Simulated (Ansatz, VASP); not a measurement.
Sc in VASP and in Ansatz

```xyz
2
Lattice="3.3088 0.0000 0.0000 -1.6544 2.8655 0.0000 0.0000 0.0000 5.3734" Properties=species:S:1:pos:R:3 pbc="T T T"
Sc    0.0000    1.9103    1.3433
Sc    1.6544    0.9552    4.0300
```

Change from the starting cell: zz strain of +2 %.

Alike in both runs: task single point; functional LDA; k mesh 13 × 13 × 7; occupations fermi-dirac, width 0.03 eV; no spin polarisation.

|  | VASP | Ansatz |
| --- | --- | --- |
| version | VASP 6.6.1 | Ansatz 0.2.0 |
| potentials or method | VASP PAW LDA potentials, release 64 (Sc_sv), cutoff 520 eV | all-electron LAPW, scalar-relativistic |

Ansatz gave:

| Item | Value |
| --- | --- |
| pressure (GPa) | -6.1 |
| traceless stress, the component that is largest in VASP (GPa) | -2.02 |

Question: What did VASP give for the same quantities?

Answer: Pressure (GPa): -6.0; traceless stress, the component that is largest in VASP (GPa): -2.03.

LDA's correlation is that of Perdew and Zunger in VASP and of Perdew and Wang (1992) in Ansatz. Ansatz ran all-electron here, and VASP with PAW potentials.
